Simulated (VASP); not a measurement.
# Zr in VASP: further runs, part 3 of 3

VASP 6.6.1.

**4. Electric field gradients, PBE (atom 2 (Zr) moved by [0.12, 0.0, 0.0] A)**

File INCAR:

```
PREC = Accurate
ENCUT = 520
EDIFF = 1E-8
ISMEAR = -1
SIGMA = 0.05
LREAL = False
LASPH = True
NELM = 100
ALGO = Normal
ISIF = 2
LWAVE = False
LCHARG = False
GGA = PE
LEFG = True
NBANDS = 19
```

File KPOINTS:

```
Automatic mesh
0
Gamma
  12 12 7
```

File POSCAR:

```
Zr
1.0
    3.2392314131      0.0000000000      0.0000000000
   -1.6196157066      2.8052566925      0.0000000000
    0.0000000000      0.0000000000      5.1722200000
Zr
2
Direct
    0.3333333333      0.6666666667      0.2500000000
    0.7037124916      0.3333333333      0.7500000000
```

Potentials or basis: VASP PAW PBE potentials, release 64 (Zr_sv).

The run is started by

```sh
$ cat potpaw_PBE.64/Zr_sv/POTCAR > POTCAR
$ mpirun -np 1 vasp_std > vasp.out
```

OUTCAR:

```text
PREC = Accurate
   ENCUT = 520
   EDIFF = 1E-8
   ISMEAR = -1
   LREAL = False
   LASPH = True
   NELM = 100
   ISIF = 2
   GGA = PE

 ion  position               nearest neighbor table
   1  0.333  0.667  0.250-   2 3.13   2 3.13   2 3.19   2 3.19   2 3.25   2 3.25
   2  0.704  0.333  0.750-   1 3.13   1 3.13   1 3.19   1 3.19   1 3.25   1 3.25

  LATTYP: Found a hexagonal cell.
 ALAT       =     3.2392314131
 C/A-ratio  =     1.5967429740

  Lattice vectors:

 A1 = (   3.2392314131,   0.0000000000,   0.0000000000)
 A2 = (  -1.6196157066,   2.8052566925,   0.0000000000)
 A3 = (   0.0000000000,   0.0000000000,   5.1722200000)

Analysis of symmetry for initial positions (statically):
=====================================================================
 Subroutine PRICEL returns:
 Original cell was already a primitive cell.

 Routine SETGRP: Setting up the symmetry group for a
 hexagonal supercell.

 Subroutine GETGRP returns: Found  4 space group operations
 (whereof  1 operations were pure point group operations)
 out of a pool of 24 trial point group operations.

The static configuration has the point symmetry C_1 .
 The point group associated with its full space group is C_2h.

Analysis of symmetry for dynamics (positions and initial velocities):
=====================================================================
 Subroutine PRICEL returns:
 Original cell was already a primitive cell.

 Routine SETGRP: Setting up the symmetry group for a
 hexagonal supercell.

 Subroutine GETGRP returns: Found  4 space group operations
 (whereof  1 operations were pure point group operations)
 out of a pool of 24 trial point group operations.

The dynamic configuration has the point symmetry C_1 .
 The point group associated with its full space group is C_2h.

 Subroutine INISYM returns: Found  4 space group operations
 (whereof  1 operations are pure point group operations),
 and found     1 'primitive' translations

----------------------------------------------------------------------------------------

                                     Primitive cell

  volume of cell :      46.9993

  direct lattice vectors                    reciprocal lattice vectors
     3.239231413  0.000000000  0.000000000     0.308715208  0.178236809  0.000000000
    -1.619615707  2.805256692  0.000000000     0.000000000  0.356473617  0.000000000
     0.000000000  0.000000000  5.172220000     0.000000000  0.000000000  0.193340577

  length of vectors
     3.239231413  3.239231413  5.172220000     0.356473617  0.356473617  0.193340577

  position of ions in fractional coordinates (direct lattice)
     0.333333333  0.666666667  0.250000000
     0.703712492  0.333333333  0.750000000

  ion indices of the primitive-cell ions
   primitive index   ion index
                 1           1
                 2           2

----------------------------------------------------------------------------------------

 KPOINTS: Automatic mesh

[... 67 lines left out ...]
   EDIFF  = 0.1E-07   stopping-criterion for ELM
   LREAL  =      F    real-space projection
   EDIFFG = 0.1E-06   stopping-criterion for IOM
   NSW    =      0    number of steps for IOM
   IBRION =     -1    ionic relax: 0-MD 1-quasi-New 2-CG
   NFREE  =      0    steps in history (QN), initial steepest desc. (CG)
   ISIF   =      2    stress and relaxation
   ISYM   =      2    0-nonsym 1-usesym 2-fastsym
   POTIM  = 0.5000    time-step for ionic-motion
   TEBEG  =    0.0;   TEEND  =   0.0 temperature during run
   PSTRESS=    0.0 pullay stress
   NELECT =      24.0000    total number of electrons
   NUPDOWN=      -1.0000    fix difference up-down
   EMIN   =  10.00;   EMAX   =-10.00  energy-range for DOS
   EFERMI =   0.00;   METHOD = LEGACY
   ISMEAR =    -1;   SIGMA  =   0.05  broadening in eV -4-tet -1-fermi 0-gaus
   EFERMI_NEDOS =   21; number of points for ismear=-14 and -15
   IALGO  =     38    algorithm
   IMIX   =      4    mixing-type and parameters
     AMIX     =   0.40;   BMIX     =  1.00
     AMIX_MAG =   1.60;   BMIX_MAG =  1.00
  volume/ion in A,a.u.               =      23.50       158.58
  Fermi-wavevector in a.u.,A,eV,Ry     =   1.308523  2.472750 23.296340  1.712233
  Thomas-Fermi vector in A             =   2.439184
   LORBIT       =      0    0 simple, 1 ext, 2 COOP (PROOUT), +10 PAW based schemes
   GGA     = PE    functional components
   LHFCALC =     F    Hartree Fock is set to
   AEXX    =    0.0000 exact exchange contribution
   IVDW    =     0    specifies the selected vdW correction
   LEPSILON=     F    determine dielectric tensor
   LRPA    =     F    only Hartree local field effects (RPA)
 non-spin polarized calculation
  energy-cutoff  :      520.00
  volume of cell :       47.00
 maximum number of plane-waves:      1290
   NGX = 13   NGY = 13   NGZ = 19

 number of electron      24.0000000 magnetization

 Free energy of the ion-electron system (eV)
  ---------------------------------------------------
  ext. energy  EPLUGINS =         0.00000000
  ---------------------------------------------------
  free energy    TOTEN  =       -17.03992372 eV

  energy without entropy =      -17.02042074  energy(sigma->0) =      -17.03017223

 E-fermi :   8.8787     XC(G=0): -11.0395

 val. band max:        8.8663053693   @ k =   0.4167  -0.1667  -0.4286
 cond. band min:       8.8806835475   @ k =   0.0833   0.0833   0.1429
 fundamental gap:      0.0143781782
 Fermi energy:         8.8787009133

 k-point     1 :       0.0000    0.0000    0.0000
  band No.  band energies     occupation
      1     -39.9670      2.00000
      2     -39.8184      2.00000
      3     -18.4732      2.00000
      4     -17.6467      2.00000
      5     -17.6055      2.00000
      6     -17.5064      2.00000
[... 505 lines left out ...]
      6     -17.6937      2.00000
[... 11 lines left out ...]
     18      11.6449      0.00000
     19      13.8599      0.00000

 [... further k-points ...]
[... 5 lines left out ...]
  --------------------------------------------------------------------------------------
  -------------------------------------------------------------------------------------
  Total       -0.1520093     -0.1853344     -0.0494984      0.2149655      0.0000000      0.0000000
  in kB       -5.1819025     -6.3179348     -1.6873681      7.3280403      0.0000000      0.0000000
  external PRESSURE =      -4.3957351 kB  Pullay stress =       0.0000000 kB

 VOLUME and BASIS-vectors are now :
 -----------------------------------------------------------------------------
  energy-cutoff  :      520.00
  volume of cell :       47.00
      direct lattice vectors                 reciprocal lattice vectors
     3.239231413  0.000000000  0.000000000     0.308715208  0.178236809  0.000000000
    -1.619615707  2.805256692  0.000000000     0.000000000  0.356473617  0.000000000
     0.000000000  0.000000000  5.172220000     0.000000000  0.000000000  0.193340577

 POSITION                                       TOTAL-FORCE (eV/Angst)
 -----------------------------------------------------------------------------------
     -0.00000      1.87017      1.29306         0.108800      0.001456      0.000000
      1.73962      0.93509      3.87917        -0.108800     -0.001456     -0.000000
 -----------------------------------------------------------------------------------
    total drift:                               -0.000000      0.000001     -0.000000

  FREE ENERGIE OF THE ION-ELECTRON SYSTEM (eV)
  ---------------------------------------------------
  free  energy   TOTEN  =       -17.0399237209 eV

  energy  without entropy=      -17.0204207366  energy(sigma->0) =      -17.03017223

 Electric field gradients (V/A^2)
---------------------------------------------------------------------
 ion       V_xx      V_yy      V_zz      V_xy      V_xz      V_yz
---------------------------------------------------------------------
   1     -19.874   -19.116    38.990     7.516     0.000    -0.000
   2     -19.874   -19.116    38.990     7.516     0.000     0.000
---------------------------------------------------------------------

 Electric field gradients after diagonalization (V/A^2)
 (convention: |V_zz| > |V_xx| > |V_yy|)
----------------------------------------------------------------------
 ion       V_xx      V_yy      V_zz     asymmetry (V_yy - V_xx)/ V_zz
----------------------------------------------------------------------
   1     -27.020   -11.970    38.990       0.386
   2     -27.020   -11.970    38.990       0.386
----------------------------------------------------------------------

           NMR quadrupolar parameters

 Cq : quadrupolar parameter    Cq=e*Q*V_zz/h
 eta: asymmetry parameters     (V_yy - V_xx)/ V_zz
 Q  : nuclear electric quadrupole moment in mb (millibarn)
----------------------------------------------------------------------
 ion       Cq(MHz)       eta       Q (mb)
----------------------------------------------------------------------
   1       0.094       0.386       1.000
   2       0.094       0.386       1.000
----------------------------------------------------------------------
```

OSZICAR:

```text
N       E                     dE             d eps       ncg     rms          rms(c)
DAV:   1     0.214351217385E+03    0.21435E+03   -0.13245E+04 11272   0.125E+03
DAV:   2    -0.178816090196E+01   -0.21614E+03   -0.21211E+03 13150   0.366E+02
DAV:   3    -0.173189785438E+02   -0.15531E+02   -0.15392E+02 20095   0.710E+01
DAV:   4    -0.177495046086E+02   -0.43053E+00   -0.42998E+00 13536   0.119E+01
DAV:   5    -0.177618364910E+02   -0.12332E-01   -0.12329E-01 16613   0.146E+00    0.141E+01
DAV:   6    -0.171527438084E+02    0.60909E+00   -0.95072E-01 12250   0.733E+00    0.550E+00
DAV:   7    -0.170337113531E+02    0.11903E+00   -0.60107E-01 15777   0.511E+00    0.112E+00
DAV:   8    -0.170398224095E+02   -0.61111E-02   -0.40054E-02 14917   0.147E+00    0.250E-01
DAV:   9    -0.170399674803E+02   -0.14507E-03   -0.15693E-03 14724   0.347E-01    0.323E-02
DAV:  10    -0.170399244124E+02    0.43068E-04   -0.39543E-05 14820   0.370E-02    0.234E-02
DAV:  11    -0.170399240852E+02    0.32722E-06   -0.92749E-06 12643   0.330E-02    0.262E-03
DAV:  12    -0.170399241750E+02   -0.89761E-07   -0.41329E-07 16487   0.401E-03    0.242E-03
DAV:  13    -0.170399237721E+02    0.40285E-06   -0.44743E-08 11825   0.169E-03    0.786E-04
DAV:  14    -0.170399237255E+02    0.46597E-07   -0.56680E-09  7175   0.926E-04    0.271E-04
DAV:  15    -0.170399237209E+02    0.46516E-08   -0.12074E-09  6872   0.372E-04
   1 F= -.17039924E+02 E0= -.17030172E+02  d E =-.195030E-01
```

stdout:

```text
POSCAR found type information on POSCAR Zr
 POSCAR found :  1 types and       2 ions
 scaLAPACK will be used
 LDA part: xc-table for (Slater+PW92), standard interpolation
 POSCAR, INCAR and KPOINTS ok, starting setup
 FFT: planning ... GRIDC
 FFT: planning ... GRID_SOFT
 FFT: planning ... GRID
 WAVECAR not read
 entering main loop
ion   1

ion   2
```

Wall time 5.2 min (1 thread of AMD EPYC 7R13, shared host); peak memory 0.3 GiB.

What came out:

```yaml
Free_energy: -17.0399 eV
Pressure: -0.4 GPa
Largest_force: 0.109 eV/Å
Band_gap_on_the_k_mesh: zero (bands 12 and 13 overlap by 1.15 eV)
Largest_electric_field_gradient_by_atom: Zr +39.0 V/Å²
```

Forces on the atoms (eV/Å):
```
Zr   0.109  0.001  0.000
Zr  -0.109 -0.001  0.000
```

Levels at points of the mesh, in eV from the Fermi level:
```
           k point  band 8  band 9  band 10  band 11  band 12  band 13  band 14  band 15  band 16  band 17
(0.00, 0.00, 0.00)  -26.36   -5.63    -2.99     0.82     0.90     0.95     1.13     1.49     1.69     1.92
(0.50, 0.00, 0.00)  -26.48   -2.51    -2.36    -1.92    -0.28     0.43     0.63     1.34     4.80     5.16
(0.00, 0.50, 0.00)  -26.48   -2.50    -2.48    -2.10    -0.21     0.60     0.77     1.40     4.86     5.12
(0.50, 0.50, 0.00)  -26.47   -2.60    -2.53    -2.27    -0.14     0.51     1.13     1.53     4.94     5.17
```

Electric field gradients, principal values (V/Å²):
```
atom    least   middle  greatest (by size)
1 Zr  -11.970  -27.020              38.990
2 Zr  -11.970  -27.020              38.990
```

Caveat: the cell differs from its parent crystal (atom 2 (Zr) moved by [0.12, 0.0, 0.0] A); without QUAD_EFG the Cq values of the log hold for a quadrupole moment of 1 mb, not for the nuclei.
